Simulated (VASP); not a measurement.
# Si5PdW2 in VASP: further runs, part 2 of 2

VASP 6.6.1. Earlier steps stand in the parts before.

### Step 4. Single point, PBE

This run uses another cell than the first one, of 14.14 Å³/atom.

INCAR

```
PREC     = Accurate       # precision mode
ENCUT    = 500            # plane-wave cutoff, eV
EDIFF    = 1E-6           # SCF threshold, eV
ISMEAR   = 0              # smearing method
SIGMA    = 0.2            # smearing width, eV
LREAL    = False          # projectors in reciprocal space
LASPH    = True           # aspherical terms in the spheres
NELM     = 120            # most SCF steps
ALGO     = Normal         # electronic algorithm
ISIF     = 2              # what is computed and relaxed
LWAVE    = False          # write WAVECAR
LCHARG   = True           # write CHGCAR
GGA      = PE             # functional
LELF     = True           # ELF
LVHAR    = True         
NBANDS   = 39             # bands
GGA_COMPAT= False
```

KPOINTS

```
regular mesh
0
Gamma
  6 6 2
```

POSCAR

```
Si5PdW2
1.0
    3.2393843880      0.0000000000      0.0000000000
    0.0000000000      3.2393843880      0.0000000000
    0.0000000000      0.0000000000     10.7811587261
Si Pd W
5 1 2
Direct
    0.5000000000      0.5000000000      0.8659807185
    0.5000000000      0.5000000000      0.1340192815
    0.5000000000      0.5000000000      0.6195271674
    0.0000000000      0.0000000000      0.5000000000
    0.5000000000      0.5000000000      0.3804728326
    0.0000000000      0.0000000000      0.0000000000
    0.0000000000      1.0000000000      0.7306059541
    0.0000000000      0.0000000000      0.2693940459
```

Potentials or basis: VASP PAW PBE potentials, release 64 (Si, Pd, W_sv).

Launch:

```
$ cat potpaw_PBE.64/Si/POTCAR potpaw_PBE.64/Pd/POTCAR potpaw_PBE.64/W_sv/POTCAR > POTCAR
$ mpirun -np 1 vasp_std > vasp.out
```

OUTCAR:

```text
PREC = Accurate
   ENCUT = 500
   EDIFF = 1E-6
   ISMEAR = 0
   LREAL = False
   LASPH = True
   NELM = 120
   ISIF = 2
   GGA = PE

 ion  position               nearest neighbor table
   1  0.500  0.500  0.866-   3 2.66   6 2.71   6 2.71   6 2.71   6 2.71   7 2.72   7 2.72   7 2.72
                             7 2.72   2 2.89
   2  0.500  0.500  0.134-   5 2.66   6 2.71   6 2.71   6 2.71   6 2.71   8 2.72   8 2.72   8 2.72
                             8 2.72   1 2.89
   3  0.500  0.500  0.620-   5 2.58   7 2.58   7 2.58   7 2.58   7 2.58   4 2.63   4 2.63   4 2.63
                             4 2.63   1 2.66
   4  0.000  0.000  0.500-   7 2.49   8 2.49   3 2.63   5 2.63   3 2.63   5 2.63   3 2.63   5 2.63
                             3 2.63   5 2.63
   5  0.500  0.500  0.380-   3 2.58   8 2.58   8 2.58   8 2.58   8 2.58   4 2.63   4 2.63   4 2.63
                             4 2.63   2 2.66
   6  0.000  0.000  0.000-   1 2.71   2 2.71   1 2.71   2 2.71   1 2.71   2 2.71   1 2.71   2 2.71
                             7 2.90   8 2.90
   7  0.000  0.000  0.731-   4 2.49   3 2.58   3 2.58   3 2.58   3 2.58   1 2.72   1 2.72   1 2.72
                             1 2.72   6 2.90
   8  0.000  0.000  0.269-   4 2.49   5 2.58   5 2.58   5 2.58   5 2.58   2 2.72   2 2.72   2 2.72
                             2 2.72   6 2.90

  LATTYP: Found a simple tetragonal cell.
 ALAT       =     3.2393843880
 C/A-ratio  =     3.3281504863

  Lattice vectors:

 A1 = (   3.2393843880,   0.0000000000,   0.0000000000)
 A2 = (   0.0000000000,   3.2393843880,   0.0000000000)
 A3 = (   0.0000000000,   0.0000000000,  10.7811587261)

Analysis of symmetry for initial positions (statically):
=====================================================================
 Subroutine PRICEL returns:
 Original cell was already a primitive cell.

 Routine SETGRP: Setting up the symmetry group for a
 simple tetragonal supercell.

 Subroutine GETGRP returns: Found 16 space group operations
 (whereof 16 operations were pure point group operations)
 out of a pool of 16 trial point group operations.
[... 147 lines left out ...]
   GGA     = PE    functional components
   LHFCALC =     F    Hartree Fock is set to
   AEXX    =    0.0000 exact exchange contribution
   IVDW    =     0    specifies the selected vdW correction
   LEPSILON=     F    determine dielectric tensor
   LRPA    =     F    only Hartree local field effects (RPA)
 non-spin polarized calculation
 Gauss-broadening in eV      SIGMA  =   0.20
  energy-cutoff  :      500.00
  volume of cell :      113.13
 maximum number of plane-waves:      2920
 NGX is ok and might be reduce to    24
   NGX = 11   NGY = 11   NGZ = 39

 number of electron      57.9999995 magnetization

 Free energy of the ion-electron system (eV)
  ---------------------------------------------------
  ext. energy  EPLUGINS =         0.00000000
  ---------------------------------------------------
  free energy    TOTEN  =       -58.52925191 eV

  energy without entropy =      -58.43827520  energy(sigma->0) =      -58.48376355

 E-fermi :  11.0966     XC(G=0): -12.3042

 val. band max:       11.0800364329   @ k =   0.5000   0.5000   0.5000
 cond. band min:      11.0980516415   @ k =   0.5000   0.3333   0.5000
 fundamental gap:      0.0180152086
 Fermi energy:        11.0966018771

 k-point     1 :       0.0000    0.0000    0.0000
  band No.  band energies     occupation
      1     -62.6659      2.00000
      2     -62.6659      2.00000
      3     -26.9747      2.00000
      4     -26.9717      2.00000
      5     -26.8605      2.00000
      6     -26.8605      2.00000
[... 829 lines left out ...]
     38      14.6181      0.00000
     39      14.6725      0.00000

------------------------ aborting loop because EDIFF is reached ----------------------------------------

  FORCE on cell =-STRESS in cart. coord.  units (eV):
  Direction    XX          YY          ZZ          XY          YZ          ZX
  --------------------------------------------------------------------------------------
  -------------------------------------------------------------------------------------
  Total        0.0514242      0.0514242     -0.1443498      0.0000000     -0.0000000      0.0000000
  in kB        0.7282624      0.7282624     -2.0442611      0.0000000     -0.0000000      0.0000000
  external PRESSURE =      -0.1959121 kB  Pullay stress =       0.0000000 kB

 VOLUME and BASIS-vectors are now :
 -----------------------------------------------------------------------------
  energy-cutoff  :      500.00
  volume of cell :      113.13
      direct lattice vectors                 reciprocal lattice vectors
     3.239384388  0.000000000  0.000000000     0.308700630  0.000000000  0.000000000
     0.000000000  3.239384388  0.000000000     0.000000000  0.308700630  0.000000000
     0.000000000  0.000000000 10.781158726     0.000000000  0.000000000  0.092754408

 POSITION                                       TOTAL-FORCE (eV/Angst)
 -----------------------------------------------------------------------------------
      1.61969      1.61969      9.33628         0.000000     -0.000000      0.143888
      1.61969      1.61969      1.44488        -0.000000      0.000000     -0.143888
      1.61969      1.61969      6.67922        -0.000000      0.000000      0.059779
      0.00000      0.00000      5.39058        -0.000000     -0.000000     -0.000000
      1.61969      1.61969      4.10194        -0.000000     -0.000000     -0.059779
      0.00000      0.00000      0.00000        -0.000000     -0.000000     -0.000000
      0.00000      0.00000      7.87678        -0.000000      0.000000      0.011205
      0.00000      0.00000      2.90438        -0.000000      0.000000     -0.011205
 -----------------------------------------------------------------------------------
    total drift:                               -0.000000      0.000000     -0.000000

  FREE ENERGIE OF THE ION-ELECTRON SYSTEM (eV)
  ---------------------------------------------------
  free  energy   TOTEN  =       -58.5292519102 eV

  energy  without entropy=      -58.4382751986  energy(sigma->0) =      -58.48376355
```

Wall time 37 s (1 thread of Intel Xeon 6975P-C (Granite Rapids), shared host); peak memory 0.24 GiB.

What came out:

```yaml
Free_energy: -58.5293 eV
Pressure: 0.0 GPa
Largest_force: 0.144 eV/Å
Band_gap_on_the_k_mesh: zero (bands 29 and 30 overlap by 1.12 eV)
```

Forces in eV/Å, atoms in the order of the input:
```
Si   0.000  0.000  0.144
Si   0.000  0.000 -0.144
Si   0.000  0.000  0.060
Si   0.000  0.000  0.000
Si   0.000  0.000 -0.060
Pd   0.000  0.000  0.000
W    0.000  0.000  0.011
W    0.000  0.000 -0.011
```

Levels at points of the mesh, in eV from the Fermi level:
| k point | band 25 | band 26 | band 27 | band 28 | band 29 | band 30 | band 31 | band 32 | band 33 | band 34 |
| --- | --- | --- | --- | --- | --- | --- | --- | --- | --- | --- |
| (0.00, 0.00, 0.00) | -0.97 | -0.97 | -0.33 | 0.13 | 0.13 | 0.90 | 0.91 | 2.22 | 2.22 | 2.43 |
| (0.50, 0.00, 0.00) | -2.37 | -2.33 | -1.52 | -0.78 | 0.09 | 1.63 | 2.09 | 2.41 | 2.81 | 2.91 |
| (0.50, 0.50, 0.00) | -1.91 | -1.13 | -1.13 | -0.27 | 0.31 | 0.31 | 0.51 | 1.35 | 1.50 | 1.79 |
| (0.00, 0.00, 0.50) | -1.38 | -1.18 | 0.49 | 0.89 | 0.92 | 1.13 | 1.13 | 1.16 | 1.16 | 1.31 |
| (0.50, 0.00, 0.50) | -2.34 | -2.22 | -1.51 | -0.60 | -0.16 | 1.99 | 2.21 | 2.24 | 2.33 | 2.78 |
| (0.50, 0.50, 0.50) | -1.91 | -1.81 | -1.27 | -1.27 | -0.02 | 0.46 | 0.46 | 1.17 | 1.23 | 1.71 |

Caveat: spin-orbit coupling is left out, which moves the levels of the heavy elements.

### Step 5. Single point, PBE

This run uses another cell than the first one, of 22.32 Å³/atom.

INCAR

```
SYSTEM = Si5PdW2
PREC = Accurate ; ENCUT = 500
EDIFF = 1E-6 ; ISMEAR = 0
SIGMA = 0.2 ; LREAL = .False.
LASPH = .True. ; NELM = 120
ALGO = Normal ; ISIF = 2
LWAVE = .False. ; LCHARG = .False.
GGA = PE ; NBANDS = 39
GGA_COMPAT = .False.
```

KPOINTS

```
Automatic mesh
0
Gamma
  4 4 2
  0 0 0
```

POSCAR

```
Si5PdW2
1.0
    2.8768421054     -2.9021533041      0.0000000000
    2.8768421054      2.9021533041      0.0000000000
    0.0000000000      0.0000000000     10.6922936589
Si Pd W
5 1 2
Direct
    0.0000000000      0.5000000000      0.1563041464
    0.5000000000      0.0000000000      0.8436958536
    0.0000000000      0.5000000000      0.8436958536
    0.5000000000      0.0000000000      0.1563041464
    0.0000000000      0.0000000000      0.5000000000
    0.0000000000      0.0000000000      0.0000000000
    0.0000000000      0.0000000000      0.7277781090
    0.0000000000      0.0000000000      0.2722218910
```

Launch:

```
$ cat potpaw_PBE.64/Si/POTCAR potpaw_PBE.64/Pd/POTCAR potpaw_PBE.64/W_sv/POTCAR > POTCAR
$ mpirun -np 1 vasp_std > vasp.out
```

Run time: 56 s. Hardware: 1 thread of Intel Xeon 6975P-C (Granite Rapids), shared host; peak memory 0.29 GiB.

Results (log left out):

```yaml
Free_energy: -53.0746 eV
Pressure: 0.1 GPa
Largest_force: 0.016 eV/Å
Band_gap_on_the_k_mesh: zero (bands 29 and 30 overlap by 1.23 eV)
```

Forces in eV/Å, atoms in the order of the input:
```
Si   0.000  0.000  0.008
Si   0.000  0.000 -0.008
Si   0.000  0.000 -0.008
Si   0.000  0.000  0.008
Si   0.000  0.000  0.000
Pd   0.000  0.000  0.000
W    0.000  0.000 -0.016
W    0.000  0.000  0.016
```

Stress tensor (GPa, compression positive):
```
 0.11  0.00  0.00
 0.00 -0.05  0.00
 0.00  0.00  0.22
```

Levels at points of the mesh, in eV from the Fermi level:
```csv
k point,band 26,band 27,band 28,band 29,band 30,band 31,band 32,band 33
"(0.00, 0.00, 0.00)",0.11,0.17,0.30,0.33,0.84,1.14,1.62,1.83
"(0.50, 0.00, 0.00)",-1.41,-1.21,-0.63,-0.56,-0.33,0.74,1.17,1.21
"(0.50, 0.50, 0.00)",-1.55,-1.32,-0.47,-0.41,-0.15,0.12,0.15,0.70
"(0.00, 0.00, 0.50)",0.10,0.17,0.71,0.75,0.80,1.17,1.22,1.30
"(0.50, 0.00, 0.50)",-1.41,-1.36,-0.61,-0.57,-0.48,0.96,1.06,1.79
"(0.50, 0.50, 0.50)",-1.54,-1.45,-0.48,-0.40,-0.10,0.07,0.10,0.29
```

Caveat: the k points lie up to 0.38 Å⁻¹ apart, too coarse for converged energies and pressures of a metal; spin-orbit coupling is left out, which moves the levels of the heavy elements.

### Step 6. Single point, PBE

This run uses another cell than the first one, of 14.14 Å³/atom.

INCAR

```
  PREC = Accurate
  ENCUT = 500
  EDIFF = 1E-6
  ISMEAR = 0
  SIGMA = 0.2
  LREAL = F
  LASPH = T
  NELM = 120
  ALGO = Normal
  ISIF = 2
  LWAVE = F
  LCHARG = F
  GGA = PE
  NBANDS = 39
  GGA_COMPAT = F
```

KPOINTS

```
Automatic mesh
0
Gamma
  6 6 2
```

POSCAR

```
Si5PdW2
1.0
    3.2455633245      0.0006462194     -0.0013752802
    0.0007197507      3.2429707903      0.0011897399
   -0.0055146211      0.0038863990     10.7453726755
Si Pd W
5 1 2
Direct
    0.5000831697      0.4988807510      0.8687148939
    0.4997184585      0.5008243930      0.1314622885
    0.4999022216      0.4994896638      0.6209319949
    0.0003506141     -0.0006902485      0.4999417289
    0.5001627109      0.5003213338      0.3789315933
   -0.0005506163      0.0012588815      0.0000584449
    0.0001772465      0.9990752159      0.7310900712
    0.0001561950      0.0008400095      0.2688689844
```

Potentials or basis: VASP PAW PBE potentials, release 64 (Si, Pd, W_sv).

Launch:

```
$ cat potpaw_PBE.64/Si/POTCAR potpaw_PBE.64/Pd/POTCAR potpaw_PBE.64/W_sv/POTCAR > POTCAR
$ mpirun -np 1 vasp_std > vasp.out
```

OUTCAR:

```text
PREC = Accurate
   ENCUT = 500
   EDIFF = 1E-6
   ISMEAR = 0
   LREAL = F
   LASPH = T
   NELM = 120
   ISIF = 2
   GGA = PE

 ion  position               nearest neighbor table
   1  0.500  0.499  0.869-   3 2.66   6 2.69   6 2.69   6 2.70   6 2.70   7 2.73   7 2.73   7 2.73
                             7 2.73   2 2.82
   2  0.500  0.501  0.131-   5 2.66   6 2.69   6 2.69   6 2.69   6 2.69   8 2.73   8 2.73   8 2.73
                             8 2.73   1 2.82
   3  0.500  0.499  0.621-   7 2.58   7 2.58   7 2.58   7 2.58   5 2.60   4 2.63   4 2.64   4 2.64
                             4 2.64   1 2.66
   4  0.000  0.999  0.500-   8 2.48   7 2.48   3 2.63   5 2.64   5 2.64   3 2.64   5 2.64   3 2.64
                             3 2.64   5 2.64
   5  0.500  0.500  0.379-   8 2.58   8 2.58   8 2.58   8 2.58   3 2.60   4 2.64   4 2.64   4 2.64
                             4 2.64   2 2.66
   6  0.999  0.001  0.000-   1 2.69   1 2.69   2 2.69   2 2.69   2 2.69   2 2.69   1 2.70   1 2.70
                             8 2.89   7 2.89
   7  0.000  0.999  0.731-   4 2.48   3 2.58   3 2.58   3 2.58   3 2.58   1 2.73   1 2.73   1 2.73
                             1 2.73   6 2.89
   8  0.000  0.001  0.269-   4 2.48   5 2.58   5 2.58   5 2.58   5 2.58   2 2.73   2 2.73   2 2.73
                             2 2.73   6 2.89

  LATTYP: Found a triclinic cell.
 ALAT       =    11.2218168545
 B/A-ratio  =     0.2889880605
 C/A-ratio  =     0.2892190919
 COS(alpha) =     0.0004208948
 COS(beta)  =     0.0010187350
 COS(gamma) =     0.2882905531

  Lattice vectors:

 A1 = (   0.0062343718,   3.2390843913, -10.7441829356)
 A2 = (   0.0007197507,   3.2429707903,   0.0011897399)
 A3 = (   3.2455633245,   0.0006462194,  -0.0013752802)

Analysis of symmetry for initial positions (statically):
=====================================================================
 Subroutine PRICEL returns:
 Original cell was already a primitive cell.

 Routine SETGRP: Setting up the symmetry group for a
 triclinic supercell.

 Subroutine GETGRP returns: Found  1 space group operations
 (whereof  1 operations were pure point group operations)
 out of a pool of  2 trial point group operations.

[... 154 lines left out ...]
   IVDW    =     0    specifies the selected vdW correction
   LEPSILON=     F    determine dielectric tensor
   LRPA    =     F    only Hartree local field effects (RPA)
 non-spin polarized calculation
 Gauss-broadening in eV      SIGMA  =   0.20
  energy-cutoff  :      500.00
  volume of cell :      113.10
 maximum number of plane-waves:      2912
   NGX = 11   NGY = 11   NGZ = 39

 number of electron      57.9999995 magnetization

 Free energy of the ion-electron system (eV)
  ---------------------------------------------------
  ext. energy  EPLUGINS =         0.00000000
  ---------------------------------------------------
  free energy    TOTEN  =       -58.53507652 eV

  energy without entropy =      -58.44764564  energy(sigma->0) =      -58.49136108

 E-fermi :  11.0959     XC(G=0): -12.3069

 val. band max:       11.0618852093   @ k =   0.3333   0.3333  -0.0000
 cond. band min:      11.0967758105   @ k =   0.5000   0.5000   0.5000
 fundamental gap:      0.0348906012
 Fermi energy:        11.0958904932

 k-point     1 :       0.0000    0.0000    0.0000
  band No.  band energies     occupation
      1     -62.6635      2.00000
      2     -62.6629      2.00000
      3     -26.9683      2.00000
      4     -26.9653      2.00000
      5     -26.8602      2.00000
      6     -26.8585      2.00000
[... 997 lines left out ...]
     38      15.5421      0.00000
     39      15.9435      0.00000

 [... further k-points ...]

------------------------ aborting loop because EDIFF is reached ----------------------------------------

  FORCE on cell =-STRESS in cart. coord.  units (eV):
  Direction    XX          YY          ZZ          XY          YZ          ZX
  --------------------------------------------------------------------------------------
  -------------------------------------------------------------------------------------
  Total        0.0298633      0.1028730      0.0473639     -0.0238185      0.0008509      0.0240354
  in kB        0.4230520      1.4573294      0.6709707     -0.3374202      0.0120542      0.3404920
  external PRESSURE =       0.8504507 kB  Pullay stress =       0.0000000 kB

 VOLUME and BASIS-vectors are now :
 -----------------------------------------------------------------------------
  energy-cutoff  :      500.00
  volume of cell :      113.10
      direct lattice vectors                 reciprocal lattice vectors
     3.245563324  0.000646219 -0.001375280     0.308113003 -0.000068441  0.000158151
     0.000719751  3.242970790  0.001189740    -0.000061444  0.308359292 -0.000111559
    -0.005514621  0.003886399 10.745372676     0.000039442 -0.000034151  0.093063347

 POSITION                                       TOTAL-FORCE (eV/Angst)
 -----------------------------------------------------------------------------------
      1.61862      1.62156      9.33457         0.000439      0.006366      0.011935
      1.62150      1.62499      1.41252         0.001122      0.000991     -0.031399
      1.61940      1.62257      6.67205         0.002764     -0.005209     -0.005589
     -0.00090      3.24268      5.37325        -0.004265      0.010175      0.007479
      1.62158      1.62432      4.07167         0.004917      0.000074      0.022063
      3.24378      0.00473     -0.00075         0.001593     -0.005026     -0.005703
     -0.00274      3.24281      7.85702        -0.000206     -0.000736     -0.007292
     -0.00098      0.00377      2.88910        -0.006364     -0.006635      0.008505
 -----------------------------------------------------------------------------------
    total drift:                               -0.000005      0.000001      0.000168

  FREE ENERGIE OF THE ION-ELECTRON SYSTEM (eV)
  ---------------------------------------------------
  free  energy   TOTEN  =       -58.5350765166 eV

  energy  without entropy=      -58.4476456369  energy(sigma->0) =      -58.49136108
```

Wall time 74 s (1 thread of Intel Xeon 6975P-C (Granite Rapids), shared host); peak memory 0.29 GiB.

What came out:

```yaml
Free_energy: -58.5351 eV
Pressure: 0.1 GPa
Largest_force: 0.031 eV/Å
Band_gap_on_the_k_mesh: zero (bands 29 and 30 overlap by 1.11 eV)
```

Forces in eV/Å, atoms in the order of the input:
```
Si   0.000  0.006  0.012
Si   0.001  0.001 -0.031
Si   0.003 -0.005 -0.006
Si  -0.004  0.010  0.007
Si   0.005  0.000  0.022
Pd   0.002 -0.005 -0.006
W    0.000 -0.001 -0.007
W   -0.006 -0.007  0.009
```

Stress tensor (GPa, compression positive):
```
 0.04 -0.03  0.03
-0.03  0.15  0.00
 0.03  0.00  0.07
```

Levels at points of the mesh, in eV from the Fermi level:
```tsv
k point	band 25	band 26	band 27	band 28	band 29	band 30	band 31	band 32	band 33	band 34
(0.00, 0.00, 0.00)	-0.95	-0.93	-0.31	0.12	0.13	0.89	0.90	2.25	2.26	2.51
(0.50, 0.00, 0.00)	-2.36	-2.32	-1.58	-0.77	0.11	1.70	2.13	2.50	2.78	2.94
(0.00, 0.50, 0.00)	-2.37	-2.33	-1.57	-0.77	0.10	1.70	2.14	2.49	2.80	2.94
(0.50, 0.50, 0.00)	-1.95	-1.06	-1.06	-0.25	0.33	0.34	0.47	1.41	1.53	1.74
(0.00, 0.00, 0.50)	-1.37	-1.11	0.51	0.88	0.91	1.08	1.09	1.21	1.22	1.35
(0.50, 0.00, 0.50)	-2.28	-2.20	-1.56	-0.58	-0.16	2.05	2.24	2.26	2.41	2.76
(0.00, 0.50, 0.50)	-2.28	-2.22	-1.55	-0.59	-0.16	2.05	2.25	2.26	2.40	2.78
(0.50, 0.50, 0.50)	-1.89	-1.75	-1.19	-1.19	0.00	0.49	0.50	1.11	1.19	1.65
```

Caveat: spin-orbit coupling is left out, which moves the levels of the heavy elements.

### Step 7. Overview

| cell | k mesh | smearing | gap on the mesh (eV) | pressure (GPa) | largest force (eV/Å) |
| --- | --- | --- | --- | --- | --- |
| a = 3.245, b = 3.245, c = 10.680 Å, 8 atoms, atomic positions A | 6 × 6 × 2 | gaussian 0.1 eV | none | 0.5 | 0.19 |
| a = 3.255, b = 3.255, c = 10.676 Å, 8 atoms, atomic positions B | 6 × 6 × 2 | gaussian 0.1 eV | none | 0.5 | 0.18 |
| a = 3.239, b = 3.239, c = 10.781 Å, 8 atoms, atomic positions C | 6 × 6 × 2 | gaussian 0.2 eV | none | 0.0 | 0.14 |
| a = 4.086, b = 4.086, c = 10.692 Å, angles 90.0, 90.0, 90.5°, 8 atoms, atomic positions D | 4 × 4 × 2 | gaussian 0.2 eV | none | 0.1 | 0.02 |
| a = 3.246, b = 3.243, c = 10.745 Å, angles 90.0, 90.1, 90.0°, 8 atoms, atomic positions E | 6 × 6 × 2 | gaussian 0.2 eV | none | 0.1 | 0.03 |

Alike in all rows: task single point; level PBE; potentials or basis VASP PAW PBE potentials, release 64 (Si, Pd, W_sv); no spin polarisation; cutoff (eV) 500.

Caveats: some runs use coarse meshes; spin-orbit coupling is left out, which moves the levels of the heavy elements.

Absolute energies hang on the potentials; compare differences alone.

The gap in the log of VASP goes by the Fermi energy; the results here count the filled bands.